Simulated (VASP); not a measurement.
Runs of VASP 6.6.1 on Pb. The structure is that of space group Fm-3m (No. 225), or close to it. The cells are those of the table. 

| task | cell | k mesh | cutoff (eV) | gap on the mesh (eV) | pressure (GPa) |
| --- | --- | --- | --- | --- | --- |
| relaxation of cell and atoms | relaxed from a = 3.501 Å, angles 60.0°, 1 atom | 11 × 11 × 11 | 600 | none | 0.0 |
| single point | a = 3.613 Å, angles 60.0°, 1 atom | 17 × 17 × 17 | 520 | none | 1.6 |
| single point | a = 3.710 Å, angles 60.0°, 1 atom | 17 × 17 × 17 | 520 | none | -1.0 |
| single point | a = 3.662 Å, angles 60.0°, 1 atom | 17 × 17 × 17 | 520 | none | 0.1 |
| single point | a = 3.803 Å, angles 60.0°, 1 atom | 17 × 17 × 17 | 520 | none | -2.7 |
| single point | a = 3.562 Å, angles 60.0°, 1 atom | 17 × 17 × 17 | 520 | none | 3.4 |
| single point | a = 3.662 Å, angles 60.0°, 1 atom | 11 × 11 × 11 | 520 | none | 0.1 |
| single point | a = 3.757 Å, angles 60.0°, 1 atom | 17 × 17 × 17 | 520 | none | (b) |
| single point | a = 3.509 Å, angles 60.0°, 1 atom | 17 × 17 × 17 | 520 | none | (a) |

Alike in all rows: level BLYP; potentials or basis VASP PAW PBE potentials, release 64 (Pb_d); no spin polarisation; smearing fermi-dirac 0.1 eV.

Question: Fill in the values left out.

Answer: (a) 5.7; (b) -1.9.

Caveats: the PAW data sets were made with another functional, which shifts forces and pressure a little; spin-orbit coupling is left out, which moves the levels of the heavy elements.

A k mesh can miss the band edges, and the runs leave out spin-orbit coupling on Pb.

A gap of «none» marks levels without a gap at the run's occupations.
